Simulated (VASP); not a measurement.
# BN (Qingsongite) (F-43m) in VASP: notebook

Runs on BN (Qingsongite). Level: LDA. Tasks: single point.

Program: VASP 6.6.1. These are calculated values, not measurements. Logs are shortened: lines on timing, memory, paths and dates and some standing lists are left out, and cuts for length are marked.

## Step 1: The cell of the first run

Symmetry: F-43m, No. 216, cubic system. The conventional cell has a = 3.663 Å, b = 3.663 Å, c = 3.663 Å, α = 90.00°, β = 90.00°, γ = 90.00°. B (site symmetry -43m) has 4 N at 1.59 Å within 2.1 Å. N (site symmetry -43m) has 4 B at 1.59 Å within 2.1 Å.

## Step 2: Single point, LDA

INCAR reads:

```
PREC = Accurate
ENCUT = 520
EDIFF = 1E-6
ISMEAR = 0
SIGMA = 0.01
LREAL = False
LASPH = True
NELM = 100
ALGO = Normal
ISIF = 2
LWAVE = False
LCHARG = False
GGA = CA
NBANDS = 11
```

KPOINTS reads:

```
regular mesh
0
Gamma
  9 9 9
```

POSCAR reads:

```
BN
1.0
    0.0000000000      1.8312856224      1.8312856224
    1.8312856224      0.0000000000      1.8312856224
    1.8312856224      1.8312856224      0.0000000000
B N
1 1
Direct
    0.0000000000      0.0000000000      0.0000000000
    0.2500000000      0.2500000000      0.2500000000
```

Potentials or basis: VASP PAW LDA potentials, release 64 (B, N).

Launch:

```
cat potpaw_LDA.64/B/POTCAR potpaw_LDA.64/N/POTCAR > POTCAR
mpirun -np 1 vasp_std > vasp.out
```

OUTCAR:

```text
PREC = Accurate
   ENCUT = 520
   EDIFF = 1E-6
   ISMEAR = 0
   LREAL = False
   LASPH = True
   NELM = 100
   ISIF = 2
   GGA = CA

 ion  position               nearest neighbor table
   1  0.000  0.000  0.000-   2 1.59   2 1.59   2 1.59   2 1.59
   2  0.250  0.250  0.250-   1 1.59   1 1.59   1 1.59   1 1.59

  LATTYP: Found a face centered cubic cell.
 ALAT       =     3.6625712448

  Lattice vectors:

 A1 = (   0.0000000000,   1.8312856224,   1.8312856224)
 A2 = (   1.8312856224,   0.0000000000,   1.8312856224)
 A3 = (   1.8312856224,   1.8312856224,   0.0000000000)

Analysis of symmetry for initial positions (statically):
=====================================================================
 Subroutine PRICEL returns:
 Original cell was already a primitive cell.

 Routine SETGRP: Setting up the symmetry group for a
 face centered cubic supercell.

 Subroutine GETGRP returns: Found 24 space group operations
 (whereof 24 operations were pure point group operations)
 out of a pool of 48 trial point group operations.

The static configuration has the point symmetry T_d .

Analysis of symmetry for dynamics (positions and initial velocities):
=====================================================================
 Subroutine PRICEL returns:
 Original cell was already a primitive cell.

 Routine SETGRP: Setting up the symmetry group for a
 face centered cubic supercell.

 Subroutine GETGRP returns: Found 24 space group operations
 (whereof 24 operations were pure point group operations)
 out of a pool of 48 trial point group operations.

The dynamic configuration has the point symmetry T_d .

 Subroutine INISYM returns: Found 24 space group operations
 (whereof 24 operations are pure point group operations),
 and found     1 'primitive' translations

----------------------------------------------------------------------------------------

                                     Primitive cell

  volume of cell :      12.2828

  direct lattice vectors                    reciprocal lattice vectors
     0.000000000  1.831285622  1.831285622    -0.273032232  0.273032232  0.273032232
     1.831285622  0.000000000  1.831285622     0.273032232 -0.273032232  0.273032232
     1.831285622  1.831285622  0.000000000     0.273032232  0.273032232 -0.273032232

  length of vectors
     2.589828964  2.589828964  2.589828964     0.472905697  0.472905697  0.472905697

  position of ions in fractional coordinates (direct lattice)
     0.000000000  0.000000000  0.000000000
     0.250000000  0.250000000  0.250000000

  ion indices of the primitive-cell ions
   primitive index   ion index
                 1           1
                 2           2

----------------------------------------------------------------------------------------

 KPOINTS: regular mesh

Automatic generation of k-mesh.
 Grid dimensions read from file:
 generate k-points for:    9    9    9

 Generating k-lattice:

  Cartesian coordinates                     Fractional coordinates (reciprocal lattice)
    -0.030336915  0.030336915  0.030336915     0.111111111  0.000000000  0.000000000
     0.030336915 -0.030336915  0.030336915     0.000000000  0.111111111  0.000000000
     0.030336915  0.030336915 -0.030336915     0.000000000  0.000000000  0.111111111

  Length of vectors
     0.052545077  0.052545077  0.052545077

  Shift w.r.t. Gamma in fractional coordinates (k-lattice)
     0.000000000  0.000000000  0.000000000

 Subroutine IBZKPT returns following result:
 ===========================================

 Found     35 irreducible k-points:

 Following reciprocal coordinates:
            Coordinates               Weight
  0.000000  0.000000  0.000000      1.000000
  0.111111  0.000000  0.000000      8.000000
  0.222222  0.000000  0.000000      8.000000
  0.333333  0.000000  0.000000      8.000000
  0.444444  0.000000  0.000000      8.000000
  0.111111  0.111111  0.000000      6.000000
[... 16 lines left out ...]
 -0.333333  0.333333  0.000000     12.000000
  0.444444  0.444444  0.000000      6.000000
 [... further k-points ...]
   k-points           NKPTS =     35   k-points in BZ     NKDIM =     35   number of bands    NBANDS=     11
   number of dos      NEDOS =    301   number of ions     NIONS =      2
   total plane-waves  NPLWV =   8000
   dimension x,y,z NGX =    20 NGY =   20 NGZ =   20
   dimension x,y,z NGXF=    40 NGYF=   40 NGZF=   40
   ions per type =               1   1
   NGX,Y,Z   is equivalent  to a cutoff of  12.84, 12.84, 12.84 a.u.
   NGXF,Y,Z  is equivalent  to a cutoff of  25.68, 25.68, 25.68 a.u.
 SYSTEM =  unknown system
   PREC   = accura    normal or accurate (medium, high low for compatibility)
   ISTART =      0    job   : 0-new  1-cont  2-samecut
   ICHARG =      2    charge: 1-file 2-atom 10-const
   ISPIN  =      1    spin polarized calculation?
   LNONCOLLINEAR =      F non collinear calculations
   LSORBIT =      F    spin-orbit coupling
   LASPH  =      T    aspherical Exc in radial PAW
   ENCUT  =  520.0 eV  38.22 Ry    6.18 a.u.   4.82  4.82  4.82*2*pi/ulx,y,z
   NELM   =    100;   NELMIN=  2; NELMDL= -5     # of ELM steps
   EDIFF  = 0.1E-05   stopping-criterion for ELM
   LREAL  =      F    real-space projection
   EDIFFG = 0.1E-04   stopping-criterion for IOM
   NSW    =      0    number of steps for IOM
   IBRION =     -1    ionic relax: 0-MD 1-quasi-New 2-CG
   NFREE  =      0    steps in history (QN), initial steepest desc. (CG)
   ISIF   =      2    stress and relaxation
   ISYM   =      2    0-nonsym 1-usesym 2-fastsym
   POTIM  = 0.5000    time-step for ionic-motion
   TEBEG  =    0.0;   TEEND  =   0.0 temperature during run
   PSTRESS=    0.0 pullay stress
   NELECT =       8.0000    total number of electrons
   NUPDOWN=      -1.0000    fix difference up-down
   EMIN   =  10.00;   EMAX   =-10.00  energy-range for DOS
   EFERMI =   0.00;   METHOD = LEGACY
   ISMEAR =     0;   SIGMA  =   0.01  broadening in eV -4-tet -1-fermi 0-gaus
   EFERMI_NEDOS =   21; number of points for ismear=-14 and -15
   IALGO  =     38    algorithm
   IMIX   =      4    mixing-type and parameters
     AMIX     =   0.40;   BMIX     =  1.00
     AMIX_MAG =   1.60;   BMIX_MAG =  1.00
  volume/ion in A,a.u.               =       6.14        41.44
  Fermi-wavevector in a.u.,A,eV,Ry     =   1.419075  2.681663 27.399064  2.013774
  Thomas-Fermi vector in A             =   2.540134
   LORBIT       =      0    0 simple, 1 ext, 2 COOP (PROOUT), +10 PAW based schemes
   GGA     = CA    functional components
   LHFCALC =     F    Hartree Fock is set to
   AEXX    =    0.0000 exact exchange contribution
   IVDW    =     0    specifies the selected vdW correction
   LEPSILON=     F    determine dielectric tensor
   LRPA    =     F    only Hartree local field effects (RPA)
 non-spin polarized calculation
 Gauss-broadening in eV      SIGMA  =   0.01
  energy-cutoff  :      520.00
  volume of cell :       12.28
 maximum number of plane-waves:       338
   NGX =  9   NGY =  9   NGZ =  9

 number of electron       8.0000002 magnetization

 Free energy of the ion-electron system (eV)
  ---------------------------------------------------
  ext. energy  EPLUGINS =         0.00000000
  ---------------------------------------------------
  free energy    TOTEN  =       -19.35520394 eV

  energy without entropy =      -19.35520394  energy(sigma->0) =      -19.35520394

 E-fermi :   7.0528     XC(G=0): -12.9173

 val. band max:        6.9056867735   @ k =   0.0000   0.0000   0.0000
 cond. band min:      11.3507269506   @ k =   0.4444   0.4444   0.0000
 fundamental gap:      4.4450401772
 Fermi energy:         7.0527616034

 k-point     1 :       0.0000    0.0000    0.0000
  band No.  band energies     occupation
      1     -12.7260      2.00000
      2       6.9057      2.00000
      3       6.9057      2.00000
      4       6.9057      2.00000
      5      15.4050      0.00000
      6      15.4050      0.00000
      7      15.4050      0.00000
      8      16.7178      0.00000
      9      30.6642      0.00000
     10      34.2159      0.00000
     11      34.2159      0.00000

 k-point     2 :       0.1111    0.0000    0.0000
  band No.  band energies     occupation
      1     -12.4345      2.00000
      2       5.4253      2.00000
      3       6.6083      2.00000
      4       6.6083      2.00000
      5      15.6686      0.00000
      6      15.8496      0.00000
      7      15.8496      0.00000
      8      17.6769      0.00000
      9      30.3620      0.00000
     10      31.3266      0.00000
     11      31.3266      0.00000

 k-point     3 :       0.2222    0.0000    0.0000
  band No.  band energies     occupation
      1     -11.5811      2.00000
      2       2.4064      2.00000
      3       5.9769      2.00000
      4       5.9769      2.00000
      5      16.0392      0.00000
      6      16.6958      0.00000
      7      16.6958      0.00000
      8      19.4736      0.00000
      9      29.6475      0.00000
     10      30.0120      0.00000
     11      30.0120      0.00000

 k-point     4 :       0.3333    0.0000    0.0000
  band No.  band energies     occupation
      1     -10.2635      2.00000
      2      -0.7156      2.00000
      3       5.3974      2.00000
      4       5.3974      2.00000
      5      16.3808      0.00000
      6      17.1827      0.00000
      7      17.1827      0.00000
      8      20.8084      0.00000
      9      29.2593      0.00000
     10      30.7213      0.00000
     11      30.7213      0.00000
[... 239 lines left out ...]
 k-point    22 :      -0.4444    0.3333    0.0000
  band No.  band energies     occupation
      1      -7.4413      2.00000
      2      -1.2708      2.00000
      3       0.3851      2.00000
      4       2.8920      2.00000
      5      13.3940      0.00000
      6      18.7231      0.00000
      7      22.1346      0.00000
      8      22.5123      0.00000
      9      25.5061      0.00000
     10      32.3992      0.00000
     11      34.5281      0.00000

 k-point    23 :      -0.3333    0.3333    0.0000
  band No.  band energies     occupation
      1      -7.5295      2.00000
      2      -1.2328      2.00000
      3      -0.2307      2.00000
      4       3.5371      2.00000
      5      14.4798      0.00000
      6      20.7179      0.00000
      7      20.9081      0.00000
      8      22.2558      0.00000
      9      24.4073      0.00000
     10      31.3711      0.00000
     11      32.5981      0.00000

 k-point    24 :       0.4444    0.4444    0.0000
  band No.  band energies     occupation
      1      -7.6629      2.00000
      2      -1.2967      2.00000
      3       2.2646      2.00000
      4       2.2646      2.00000
      5      11.3507      0.00000
      6      15.9371      0.00000
      7      23.7243      0.00000
      8      23.7243      0.00000
      9      26.5685      0.00000
     10      33.0623      0.00000
     11      39.9383      0.00000

 [... further k-points ...]
[... 5 lines left out ...]
  --------------------------------------------------------------------------------------
  -------------------------------------------------------------------------------------
  Total       -1.7924304     -1.7924304     -1.7924304      0.0000000      0.0000000      0.0000000
  in kB     -233.8054559   -233.8054559   -233.8054559      0.0000000      0.0000000      0.0000000
  external PRESSURE =    -233.8054559 kB  Pullay stress =       0.0000000 kB

 VOLUME and BASIS-vectors are now :
 -----------------------------------------------------------------------------
  energy-cutoff  :      520.00
  volume of cell :       12.28
      direct lattice vectors                 reciprocal lattice vectors
     0.000000000  1.831285622  1.831285622    -0.273032232  0.273032232  0.273032232
     1.831285622  0.000000000  1.831285622     0.273032232 -0.273032232  0.273032232
     1.831285622  1.831285622  0.000000000     0.273032232  0.273032232 -0.273032232

 POSITION                                       TOTAL-FORCE (eV/Angst)
 -----------------------------------------------------------------------------------
      0.00000      0.00000      0.00000         0.000000      0.000000      0.000000
      0.91564      0.91564      0.91564        -0.000000     -0.000000     -0.000000
 -----------------------------------------------------------------------------------
    total drift:                               -0.000000     -0.000000     -0.000000

  FREE ENERGIE OF THE ION-ELECTRON SYSTEM (eV)
  ---------------------------------------------------
  free  energy   TOTEN  =       -19.3552039434 eV

  energy  without entropy=      -19.3552039434  energy(sigma->0) =      -19.35520394
```

It took 4.2 s on 1 thread of Intel Xeon 6975P-C, shared host; peak memory 0.11 GiB.

Results:

```yaml
Free_energy: -19.3552 eV
Pressure: -23.4 GPa
Band_gap_on_the_k_mesh: 4.45 eV, indirect (least direct gap 8.50 eV)
```

Levels at points of the mesh, in eV from the valence-band top:
| k point | band 2 | band 3 | band 4 | band 5 | band 6 | band 7 |
| --- | --- | --- | --- | --- | --- | --- |
| (0.00, 0.00, 0.00) | 0.00 | 0.00 | 0.00 | 8.50 | 8.50 | 8.50 |

A k mesh can miss the band edges. A hybrid or GW would open this gap; LDA tends to underestimate it.

## Step 3: Single point, LDA

This run uses another cell than the first one, of 6.26 Å³/atom, 1.019 times its volume.

INCAR reads:

```
ALGO = Normal ; EDIFF = 1E-6
ENCUT = 520 ; GGA = CA
ISIF = 2 ; ISMEAR = 0
LASPH = T ; LCHARG = F
LREAL = F ; LWAVE = F
NBANDS = 11 ; NELM = 80
PREC = Accurate ; SIGMA = 0.01
```

KPOINTS reads:

```
k-points
0
Gamma
  9 9 9
```

POSCAR reads:

```
BN
1.0
    0.0000000000      1.8429501765      1.8429501765
    1.8429501765      0.0000000000      1.8429501765
    1.8429501765      1.8429501765      0.0000000000
B N
1 1
Direct
    0.0000000000      0.0000000000      0.0000000000
    0.2500000000      0.2500000000      0.2500000000
```

Potentials or basis: VASP PAW LDA potentials, release 64 (B, N).

Launch:

```
cat potpaw_LDA.64/B/POTCAR potpaw_LDA.64/N/POTCAR > POTCAR
mpirun -np 1 vasp_std > vasp.out
```

Wall time 4.1 s (1 thread of Intel Xeon 6975P-C, shared host); peak memory 0.11 GiB.

It converged, with:

```yaml
Free_energy: -19.3167 eV
Pressure: -29.1 GPa
Band_gap_on_the_k_mesh: 4.42 eV, indirect (least direct gap 8.41 eV)
```

Levels at points of the mesh, in eV from the valence-band top:
```tsv
k point	band 2	band 3	band 4	band 5	band 6	band 7
(0.00, 0.00, 0.00)	0.00	0.00	0.00	8.41	8.41	8.41
```

A k mesh can miss the band edges. Expect the measured gap to be larger: semilocal functionals such as LDA lack the derivative discontinuity.
